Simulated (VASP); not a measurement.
# TiAl3 (Pmm2) in VASP: notebook, part 2 of 2

VASP 6.6.1. Earlier steps stand in the parts before.

### Step 5. Single point, r2SCAN

This run uses another cell than the first one, of 16.29 Å³/atom.

POSCAR

```
TiAl3
1.0
    2.8396770000      0.0000000000      0.0000000000
    0.0000000000      4.6812640000      0.0000000000
    0.0000000000      0.0000000000      4.9007420000
Ti Al
1 3
Direct
    0.0000000000      0.5000000000      0.1659160000
    0.0000000000      0.0000000000      0.8359000000
    0.5000000000      0.0000000000      0.3309120000
    0.5000000000      0.5000000000      0.6672710000
```

INCAR.step1

```
SYSTEM = TiAl3
ALGO = Normal ; EDIFF = 1E-4
ENCUT = 520 ; GGA = PE
ISMEAR = -1 ; LASPH = .TRUE.
LCHARG = .FALSE. ; LREAL = .FALSE.
LWAVE = .TRUE. ; NBANDS = 18
NELM = 100 ; PREC = Accurate
SIGMA = 0.05
```

INCAR.step2

```
SYSTEM = TiAl3
ALGO = Normal ; EDIFF = 1E-6
ENCUT = 520 ; ISIF = 2
ISMEAR = -1 ; ISTART = 1
LASPH = .TRUE. ; LCHARG = .TRUE.
LELF = .TRUE. ; LMIXTAU = .TRUE.
LREAL = .FALSE. ; LVHAR = .TRUE.
LWAVE = .FALSE. ; METAGGA = R2SCAN
NBANDS = 18 ; NELM = 100
PREC = Accurate ; SIGMA = 0.05
```

KPOINTS

```
k-points
0
G
  9 6 6
  0 0 0
```

Potentials or basis: VASP PAW PBE potentials, release 64 (Ti_sv, Al).

Run with:

```
> cat potpaw_PBE.64/Ti_sv/POTCAR potpaw_PBE.64/Al/POTCAR > POTCAR
> cp INCAR.step1 INCAR
> mpirun -np 1 vasp_std > vasp.out
> cp INCAR.step2 INCAR
> mpirun -np 1 vasp_std > vasp.out
```

OUTCAR:

```text
SYSTEM = TiAl3
   EDIFF = 1E-6
   ENCUT = 520
   ISIF = 2
   ISMEAR = -1
   ISTART = 1
   LASPH = .TRUE.
   LREAL = .FALSE.
   METAGGA = R2SCAN
   NELM = 100
   PREC = Accurate

 ion  position               nearest neighbor table
   1  0.000  0.500  0.166-   4 2.83   4 2.83   4 2.84   4 2.84   2 2.85   2 2.85   3 2.85   3 2.85
                             3 2.85   3 2.85
   2  0.000  0.000  0.836-   3 2.81   3 2.81   1 2.85   1 2.85   3 2.85   3 2.85   4 2.86   4 2.86
                             4 2.86   4 2.86
   3  0.500  0.000  0.331-   2 2.81   2 2.81   2 2.85   2 2.85   1 2.85   1 2.85   1 2.85   1 2.85
                             4 2.86   4 2.86
   4  0.500  0.500  0.667-   1 2.83   1 2.83   1 2.84   1 2.84   2 2.86   2 2.86   2 2.86   2 2.86
                             3 2.86   3 2.86

  LATTYP: Found a simple orthorhombic cell.
 ALAT       =     2.8396770000
 B/A-ratio  =     1.6485198845
 C/A-ratio  =     1.7258096607

  Lattice vectors:

 A1 = (   2.8396770000,   0.0000000000,   0.0000000000)
 A2 = (   0.0000000000,   4.6812640000,   0.0000000000)
 A3 = (   0.0000000000,   0.0000000000,   4.9007420000)

Analysis of symmetry for initial positions (statically):
=====================================================================
 Subroutine PRICEL returns:
 Original cell was already a primitive cell.

 Routine SETGRP: Setting up the symmetry group for a
 simple orthorhombic supercell.

 Subroutine GETGRP returns: Found  4 space group operations
 (whereof  4 operations were pure point group operations)
 out of a pool of  8 trial point group operations.

The static configuration has the point symmetry C_2v.

Analysis of symmetry for dynamics (positions and initial velocities):
=====================================================================
 Subroutine PRICEL returns:
 Original cell was already a primitive cell.

 Routine SETGRP: Setting up the symmetry group for a
 simple orthorhombic supercell.

 Subroutine GETGRP returns: Found  4 space group operations
 (whereof  4 operations were pure point group operations)
 out of a pool of  8 trial point group operations.

The dynamic configuration has the point symmetry C_2v.

 Subroutine INISYM returns: Found  4 space group operations
 (whereof  4 operations are pure point group operations),
 and found     1 'primitive' translations

----------------------------------------------------------------------------------------

                                     Primitive cell

  volume of cell :      65.1469

  direct lattice vectors                    reciprocal lattice vectors
     2.839677000  0.000000000  0.000000000     0.352152727  0.000000000  0.000000000
     0.000000000  4.681264000  0.000000000     0.000000000  0.213617519  0.000000000
     0.000000000  0.000000000  4.900742000     0.000000000  0.000000000  0.204050734

  length of vectors
     2.839677000  4.681264000  4.900742000     0.352152727  0.213617519  0.204050734

  position of ions in fractional coordinates (direct lattice)
     0.000000000  0.500000000  0.165916000
     0.000000000  0.000000000  0.835900000
     0.500000000  0.000000000  0.330912000
     0.500000000  0.500000000  0.667271000

[... 21 lines left out ...]

  Length of vectors
     0.039128081  0.035602920  0.034008456

  Shift w.r.t. Gamma in fractional coordinates (k-lattice)
     0.000000000  0.000000000  0.000000000

 Subroutine IBZKPT returns following result:
 ===========================================

 Found     80 irreducible k-points:

 Following reciprocal coordinates:
            Coordinates               Weight
  0.000000  0.000000  0.000000      1.000000
  0.111111  0.000000  0.000000      2.000000
  0.222222  0.000000  0.000000      2.000000
  0.333333  0.000000  0.000000      2.000000
  0.444444  0.000000  0.000000      2.000000
  0.000000  0.166667  0.000000      2.000000
[... 16 lines left out ...]
  0.222222  0.000000  0.166667      4.000000
  0.333333  0.000000  0.166667      4.000000
 [... further k-points ...]
   k-points           NKPTS =     80   k-points in BZ     NKDIM =     80   number of bands    NBANDS=     18
   number of dos      NEDOS =    301   number of ions     NIONS =      4
   total plane-waves  NPLWV =  31104
   dimension x,y,z NGX =    24 NGY =   36 NGZ =   36
   dimension x,y,z NGXF=    48 NGYF=   72 NGZF=   72
   ions per type =               1   3
   NGX,Y,Z   is equivalent  to a cutoff of  14.05, 12.78, 12.21 a.u.
   NGXF,Y,Z  is equivalent  to a cutoff of  28.10, 25.57, 24.42 a.u.
 SYSTEM =  TiAl3
   PREC   = accura    normal or accurate (medium, high low for compatibility)
   ISTART =      1    job   : 0-new  1-cont  2-samecut
   ICHARG =      0    charge: 1-file 2-atom 10-const
   ISPIN  =      1    spin polarized calculation?
   LNONCOLLINEAR =      F non collinear calculations
   LSORBIT =      F    spin-orbit coupling
   LASPH  =      T    aspherical Exc in radial PAW
   ENCUT  =  520.0 eV  38.22 Ry    6.18 a.u.   5.28  8.70  9.11*2*pi/ulx,y,z
   NELM   =    100;   NELMIN=  2; NELMDL=  0     # of ELM steps
   EDIFF  = 0.1E-05   stopping-criterion for ELM
   LREAL  =      F    real-space projection
   EDIFFG = 0.1E-04   stopping-criterion for IOM
   NSW    =      0    number of steps for IOM
   IBRION =     -1    ionic relax: 0-MD 1-quasi-New 2-CG
   NFREE  =      0    steps in history (QN), initial steepest desc. (CG)
   ISIF   =      2    stress and relaxation
   ISYM   =      2    0-nonsym 1-usesym 2-fastsym
   POTIM  = 0.5000    time-step for ionic-motion
   TEBEG  =    0.0;   TEEND  =   0.0 temperature during run
   PSTRESS=    0.0 pullay stress
   NELECT =      21.0000    total number of electrons
   NUPDOWN=      -1.0000    fix difference up-down
   EMIN   =  10.00;   EMAX   =-10.00  energy-range for DOS
   EFERMI =   0.00;   METHOD = LEGACY
   ISMEAR =    -1;   SIGMA  =   0.05  broadening in eV -4-tet -1-fermi 0-gaus
   EFERMI_NEDOS =   21; number of points for ismear=-14 and -15
   IALGO  =     38    algorithm
   IMIX   =      4    mixing-type and parameters
     AMIX     =   0.40;   BMIX     =  1.00
     AMIX_MAG =   1.60;   BMIX_MAG =  1.00
  volume/ion in A,a.u.               =      16.29       109.91
  Fermi-wavevector in a.u.,A,eV,Ry     =   1.122492  2.121202 17.143184  1.259988
  Thomas-Fermi vector in A             =   2.259152
   LORBIT       =      0    0 simple, 1 ext, 2 COOP (PROOUT), +10 PAW based schemes
   METAGGA = R2SCAN    functional components
   LHFCALC =     F    Hartree Fock is set to
   AEXX    =    0.0000 exact exchange contribution
   IVDW    =     0    specifies the selected vdW correction
   LEPSILON=     F    determine dielectric tensor
   LRPA    =     F    only Hartree local field effects (RPA)
 non-spin polarized calculation
  energy-cutoff  :      520.00
  volume of cell :       65.15
 maximum number of plane-waves:      1772
 NGX is ok and might be reduce to    24
   NGX = 11   NGY = 17   NGZ = 19

 number of electron      21.0000004 magnetization

 Free energy of the ion-electron system (eV)
  ---------------------------------------------------
  ext. energy  EPLUGINS =         0.00000000
  ---------------------------------------------------
  free energy    TOTEN  =       -34.20369173 eV

  energy without entropy =      -34.18353943  energy(sigma->0) =      -34.19361558

 E-fermi :   8.0727     XC(G=0): -11.3936

 val. band max:        8.0701796204   @ k =   0.4444   0.0000   0.1667
 cond. band min:       8.0777129644   @ k =   0.0000   0.5000   0.5000
 fundamental gap:      0.0075333440
 Fermi energy:         8.0726815003

 k-point     1 :       0.0000    0.0000    0.0000
  band No.  band energies     occupation
      1     -50.7982      2.00000
      2     -26.0922      2.00000
      3     -26.0865      2.00000
      4     -25.6880      2.00000
      5      -2.6961      2.00000
      6       2.7221      2.00000
[... 481 lines left out ...]
      5      -0.3718      2.00000
      6       3.6047      2.00000
[... 10 lines left out ...]
     17      12.1512      0.00000
     18      13.3125      0.00000

 [... further k-points ...]
[... 5 lines left out ...]
  --------------------------------------------------------------------------------------
  -------------------------------------------------------------------------------------
  Total       -1.8661413     -0.4291014     -0.4069562      0.0000000      0.0000000      0.0000000
  in kB      -45.8945575    -10.5530164    -10.0083915      0.0000000      0.0000000      0.0000000
  external PRESSURE =     -22.1519885 kB  Pullay stress =       0.0000000 kB

 VOLUME and BASIS-vectors are now :
 -----------------------------------------------------------------------------
  energy-cutoff  :      520.00
  volume of cell :       65.15
      direct lattice vectors                 reciprocal lattice vectors
     2.839677000  0.000000000  0.000000000     0.352152727  0.000000000  0.000000000
     0.000000000  4.681264000  0.000000000     0.000000000  0.213617519  0.000000000
     0.000000000  0.000000000  4.900742000     0.000000000  0.000000000  0.204050734

 POSITION                                       TOTAL-FORCE (eV/Angst)
 -----------------------------------------------------------------------------------
      0.00000      2.34063      0.81311         0.000000      0.000000     -0.007354
      0.00000      0.00000      4.09653         0.000000      0.000000     -0.006623
      1.41984      0.00000      1.62171         0.000000      0.000000      0.052752
      1.41984      2.34063      3.27012         0.000000      0.000000     -0.038776
 -----------------------------------------------------------------------------------
    total drift:                                0.000000      0.000000     -0.001210

  FREE ENERGIE OF THE ION-ELECTRON SYSTEM (eV)
  ---------------------------------------------------
  free  energy   TOTEN  =       -34.2036917324 eV

  energy  without entropy=      -34.1835394267  energy(sigma->0) =      -34.19361558
```

Run time: 2.2 min. Hardware: 1 thread of Intel Xeon 6975P-C (Granite Rapids), shared host; peak memory 0.23 GiB.

What came out:

```yaml
Free_energy: -34.2037 eV
Pressure: -2.2 GPa
Largest_force: 0.053 eV/Å
Band_gap_on_the_k_mesh: zero (an odd number of electrons rules out a gap without spin polarisation)
```

Forces in eV/Å, atoms in the order of the input:
```
Ti   0.000  0.000 -0.007
Al   0.000  0.000 -0.007
Al   0.000  0.000  0.053
Al   0.000  0.000 -0.039
```

Levels at points of the mesh, in eV from the Fermi level:
| k point | band 9 | band 10 | band 11 | band 12 | band 13 | band 14 |
| --- | --- | --- | --- | --- | --- | --- |
| (0.00, 0.00, 0.00) | -2.78 | -0.81 | -0.41 | 2.60 | 2.65 | 2.85 |
| (0.00, 0.50, 0.00) | -2.20 | -1.66 | -0.14 | 2.49 | 2.61 | 2.90 |
| (0.00, 0.00, 0.50) | -2.18 | -1.27 | -0.31 | 2.44 | 2.48 | 2.67 |
| (0.00, 0.50, 0.50) | -0.18 | 0.01 | 0.86 | 2.51 | 2.52 | 3.90 |

Caveat: the PAW data sets were made with another functional, which shifts forces and pressure a little.

### Step 6. The runs side by side

| cell | gap on the mesh (eV) | pressure (GPa) | largest force (eV/Å) |
| --- | --- | --- | --- |
| a = 2.782, b = 4.586, c = 4.801 Å, 4 atoms | none | 4.8 | 0.09 |
| a = 2.801, b = 4.618, c = 4.835 Å, 4 atoms | none | 2.2 | 0.07 |
| a = 2.821, b = 4.650, c = 4.868 Å, 4 atoms | none | -0.1 | 0.06 |
| a = 2.840, b = 4.681, c = 4.901 Å, 4 atoms | none | -2.2 | 0.05 |

Alike in all rows: task single point; level r2SCAN; potentials or basis VASP PAW PBE potentials, release 64 (Ti_sv, Al); no spin polarisation; k mesh 9 × 6 × 6; cutoff (eV) 520; smearing fermi-dirac 0.05 eV.

Caveats: the PAW data sets were made with another functional, which shifts forces and pressure a little; the cell stands under pressure (at least some runs).

Absolute energies hang on the potentials; compare differences alone.
